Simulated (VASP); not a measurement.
# Mg3TiAs3 (Pm-3m) in VASP: a series of runs, part 2 of 2

VASP 6.6.1.

### Step 3. Relaxation of cell and atoms, PBE

This run uses another cell than the first one, of 19.84 Å³/atom, 0.830 times its volume.

INCAR

```
  PREC = Accurate
  ENCUT = 600
  EDIFF = 1E-6
  ISMEAR = 0
  SIGMA = 0.1
  LREAL = F
  LASPH = T
  NELM = 80
  ALGO = Fast
  ISIF = 3
  LWAVE = F
  LCHARG = F
  GGA = PE
  IBRION = 2
  NSW = 90
  EDIFFG = -0.04
```

KPOINTS

```
Automatic mesh
0
Gamma
  4 4 4
```

POSCAR

```
Mg3TiAs3
1.0
    5.1781892300      0.0000000000      0.0000000000
    0.0000000000      5.1781892300      0.0000000000
    0.0000000000      0.0000000000      5.1781892300
Mg Ti As
3 1 3
Direct
    0.5000000000      0.5000000000      0.0000000000
    0.0000000000      0.5000000000      0.5000000000
    0.5000000000      0.0000000000      0.5000000000
    0.5000000000      0.5000000000      0.5000000000
    0.5000000000      0.0000000000      0.0000000000
    0.0000000000      0.5000000000      0.0000000000
    0.0000000000      0.0000000000      0.5000000000
```

Potentials or basis: VASP PAW PBE potentials, release 64 (Mg, Ti_sv, As).

Launch:

```sh
> cat potpaw_PBE.64/Mg/POTCAR potpaw_PBE.64/Ti_sv/POTCAR potpaw_PBE.64/As/POTCAR > POTCAR
> mpirun -np 1 vasp_std > vasp.out
```

OUTCAR:

```text
PREC = Accurate
   ENCUT = 600
   EDIFF = 1E-6
   ISMEAR = 0
   LREAL = F
   LASPH = T
   NELM = 80
   ISIF = 3
   GGA = PE
   IBRION = 2
   NSW = 90
   EDIFFG = -0.04

 ion  position               nearest neighbor table
   1  0.500  0.500  0.000-   4 2.59   5 2.59   6 2.59   4 2.59   5 2.59   6 2.59
   2  0.000  0.500  0.500-   4 2.59   6 2.59   7 2.59   6 2.59   7 2.59   4 2.59
   3  0.500  0.000  0.500-   4 2.59   5 2.59   7 2.59   5 2.59   4 2.59   7 2.59
   4  0.500  0.500  0.500-   1 2.59   2 2.59   3 2.59   1 2.59   3 2.59   2 2.59
   5  0.500  0.000  0.000-   1 2.59   3 2.59   3 2.59   1 2.59
   6  0.000  0.500  0.000-   1 2.59   2 2.59   2 2.59   1 2.59
   7  0.000  0.000  0.500-   2 2.59   3 2.59   2 2.59   3 2.59

  LATTYP: Found a simple cubic cell.
 ALAT       =     5.1781892300

  Lattice vectors:

 A1 = (   5.1781892300,   0.0000000000,   0.0000000000)
 A2 = (   0.0000000000,   5.1781892300,   0.0000000000)
 A3 = (   0.0000000000,   0.0000000000,   5.1781892300)

Analysis of symmetry for initial positions (statically):
=====================================================================
 Subroutine PRICEL returns:
 Original cell was already a primitive cell.

 Routine SETGRP: Setting up the symmetry group for a
 simple cubic supercell.
[... 573 lines left out ...]
  -------------------------------------------------------------------------------------
  Total       -0.3285402     -0.3285402     -0.3285402      0.0000000      0.0000000      0.0000000
  in kB       -3.1073234     -3.1073234     -3.1073234      0.0000000      0.0000000      0.0000000
  external PRESSURE =      -3.1073234 kB  Pullay stress =       0.0000000 kB
[... 28 lines left out ...]
--------------------------------------- Ionic step        6  -------------------------------------------

 number of electron      32.9999987 magnetization

 Free energy of the ion-electron system (eV)
  ---------------------------------------------------
  ext. energy  EPLUGINS =         0.00000000
  ---------------------------------------------------
  free energy    TOTEN  =       -22.03326978 eV

  energy without entropy =      -21.98722598  energy(sigma->0) =      -22.01024788

 E-fermi :   3.1788     XC(G=0):  -8.9964

 val. band max:        3.1521951380   @ k =   0.2500   0.2500   0.0000
 cond. band min:       3.1889356343   @ k =   0.2500   0.0000   0.0000
 fundamental gap:      0.0367404963
 Fermi energy:         3.1787734235

 k-point     1 :       0.0000    0.0000    0.0000
  band No.  band energies     occupation
      1     -53.9281      2.00000
      2     -30.2293      2.00000
      3     -30.2293      2.00000
      4     -30.2293      2.00000
      5      -8.0677      2.00000
      6      -6.6704      2.00000
[... 219 lines left out ...]
     19       3.5111      0.00000
     20       3.5111      0.00000

------------------------ aborting loop because EDIFF is reached ----------------------------------------

  FORCE on cell =-STRESS in cart. coord.  units (eV):
  Direction    XX          YY          ZZ          XY          YZ          ZX
  --------------------------------------------------------------------------------------
  -------------------------------------------------------------------------------------
  Total       -0.2677319     -0.2677319     -0.2677319      0.0000000      0.0000000     -0.0000000
  in kB       -2.5480104     -2.5480104     -2.5480104      0.0000000      0.0000000     -0.0000000
  external PRESSURE =      -2.5480104 kB  Pullay stress =       0.0000000 kB
[... 22 lines left out ...]
  FREE ENERGIE OF THE ION-ELECTRON SYSTEM (eV)
  ---------------------------------------------------
  free  energy   TOTEN  =       -22.0332697803 eV

  energy  without entropy=      -21.9872259794  energy(sigma->0) =      -22.01024788

 reached required accuracy - stopping structural energy minimisation
```

It took 10 min on 1 thread of Intel Xeon Platinum 8488C (Sapphire Rapids), shared host; peak memory 0.31 GiB.

What came out:

```
Free energy                            : -22.0333 eV
Relaxed volume                         : 24.05 Å³/atom
Relaxed cell                           : a = 5.522 Å, b = 5.522 Å, c = 5.522 Å, α = 90.00°, β = 90.00°, γ = 90.00°
Space group after relaxing (to 0.05 Å) : Pm-3m (No. 221)
Energy gained by relaxing              : 115.7 meV/atom
Ionic steps                            : 6
Pressure after relaxing                : -0.3 GPa
```

The path:
```csv
step,energy change (eV),largest force (eV/Å),pressure (GPa),volume (Å³)
1,0.0000,0.0000,10.69,138.85
2,0.2434,0.0000,1.54,167.19
3,-0.1967,0.0000,-0.65,173.59
4,-0.7025,0.0000,-0.79,171.63
5,-0.7118,0.0000,-0.31,169.40
6,-0.8100,0.0000,-0.25,168.35
```

Final structure:
```
CELL_PARAMETERS angstrom
5.52166 0.00000 0.00000
0.00000 5.52166 0.00000
0.00000 0.00000 5.52166
ATOMIC_POSITIONS crystal
Mg 0.50000 0.50000 0.00000
Mg 0.00000 0.50000 0.50000
Mg 0.50000 0.00000 0.50000
Ti 0.50000 0.50000 0.50000
As 0.50000 0.00000 0.00000
As 0.00000 0.50000 0.00000
As 0.00000 0.00000 0.50000
```

Levels at points of the mesh, in eV from the Fermi level:
```tsv
k point	band 12	band 13	band 14	band 15	band 16	band 17	band 18	band 19	band 20
(0.00, 0.00, 0.00)	-1.60	-1.60	-1.60	-0.93	-0.93	0.15	0.15	0.15	0.34
(0.50, 0.00, 0.00)	-2.55	-2.55	-0.95	-0.24	-0.06	-0.05	-0.05	0.21	0.60
(0.50, 0.50, 0.00)	-2.53	-2.14	-1.02	-0.82	-0.76	0.62	0.73	0.77	1.09
(0.50, 0.50, 0.50)	-2.51	-0.19	-0.19	-0.19	-0.11	-0.11	0.33	0.33	0.33
```

Caveat: the volume moved by over 15 % at a fixed basis, so the end points are rough.

### Step 4. Single point, PBE, collinear spin, ferromagnetic start

INCAR

```
SYSTEM = Mg3TiAs3
ALGO     = Normal         ! electronic algorithm
EDIFF    = 1E-7           ! SCF threshold, eV
ENCUT    = 520            ! plane-wave cutoff, eV
GGA      = PE             ! functional
ISIF     = 2              ! what is computed and relaxed
ISMEAR   = 0              ! smearing method
ISPIN    = 2              ! spin polarisation
LASPH    = .TRUE.         ! aspherical terms in the spheres
LCHARG   = .FALSE.        ! write CHGCAR
LMAXMIX  = 4              ! l up to which the mixer works
LORBIT   = 11             ! projections on sites
LREAL    = .FALSE.        ! projectors in reciprocal space
LWAVE    = .FALSE.        ! write WAVECAR
MAGMOM   = 0 0 0 1 0 0 0  ! initial moments
NBANDS   = 30             ! bands
NELM     = 150            ! most SCF steps
PREC     = Accurate       ! precision mode
SIGMA    = 0.1            ! smearing width, eV
```

KPOINTS

```
k-points
0
G
  4 4 4
  0 0 0
```

Changes to POSCAR since step 3:

```diff
@@ -2,5 +2,5 @@
 1.0
-    5.1781892300      0.0000000000      0.0000000000
-    0.0000000000      5.1781892300      0.0000000000
-    0.0000000000      0.0000000000      5.1781892300
+    5.5110189193      0.0000000000      0.0000000000
+    0.0000000000      5.5110189193      0.0000000000
+    0.0000000000      0.0000000000      5.5110189193
 Mg Ti As
```

Launch:

```sh
> cat potpaw_PBE.64/Mg/POTCAR potpaw_PBE.64/Ti_sv/POTCAR potpaw_PBE.64/As/POTCAR > POTCAR
> mpirun -np 1 vasp_std > vasp.out
```

Wall time 2.2 min (1 thread of Intel Xeon Platinum 8488C (Sapphire Rapids), shared host); peak memory 0.34 GiB.

The run converged. Its results:

```
Free energy                                           : -22.0356 eV
Pressure                                              : 0.0 GPa
Net moment                                            : 0.00 μB per cell
Valence electrons inside the program's atomic spheres : Mg 0.38; Ti 10.25; As 2.65
```

Levels at points of the mesh, in eV from the Fermi level:
Spin up:
```csv
k point,band 12,band 13,band 14,band 15,band 16,band 17,band 18,band 19,band 20,band 21
"(0.00, 0.00, 0.00)",-1.61,-1.61,-1.61,-0.93,-0.93,0.15,0.15,0.15,0.34,0.34
"(0.50, 0.00, 0.00)",-2.57,-2.57,-0.96,-0.24,-0.06,-0.06,-0.05,0.20,0.61,0.95
"(0.50, 0.50, 0.00)",-2.54,-2.15,-1.03,-0.82,-0.77,0.47,0.62,0.72,0.77,0.80
"(0.50, 0.50, 0.50)",-2.52,-0.19,-0.19,-0.19,-0.12,-0.11,0.33,0.33,0.33,0.89
```
Spin down:
| k point | band 12 | band 13 | band 14 | band 15 | band 16 | band 17 | band 18 | band 19 | band 20 | band 21 |
| --- | --- | --- | --- | --- | --- | --- | --- | --- | --- | --- |
| (0.00, 0.00, 0.00) | -1.61 | -1.61 | -1.61 | -0.93 | -0.93 | 0.15 | 0.15 | 0.15 | 0.34 | 0.34 |
| (0.50, 0.00, 0.00) | -2.57 | -2.57 | -0.96 | -0.24 | -0.06 | -0.06 | -0.05 | 0.20 | 0.61 | 0.95 |
| (0.50, 0.50, 0.00) | -2.54 | -2.15 | -1.03 | -0.82 | -0.77 | 0.47 | 0.62 | 0.72 | 0.77 | 0.80 |
| (0.50, 0.50, 0.50) | -2.52 | -0.19 | -0.19 | -0.19 | -0.11 | -0.11 | 0.33 | 0.33 | 0.33 | 0.89 |

### Step 5. Summary

| task | spin | cell | cutoff (eV) | gap on the mesh (eV) | pressure (GPa) |
| --- | --- | --- | --- | --- | --- |
| single point | off | a = 5.511 Å, 7 atoms | 520 | none | 0.0 |
| relaxation of cell and atoms | off | relaxed from a = 5.178 Å, 7 atoms | 600 | none | -0.3 |
| single point | collinear, ferromagnetic start | a = 5.511 Å, 7 atoms | 520 | none | 0.0 |

Alike in all rows: level PBE; potentials or basis VASP PAW PBE potentials, release 64 (Mg, Ti_sv, As); k mesh 4 × 4 × 4; smearing gaussian 0.1 eV.

Caveats: the volume moved by over 15 % at a fixed basis, so the end points are rough (some runs).

Absolute energies hang on the potentials; compare differences alone.
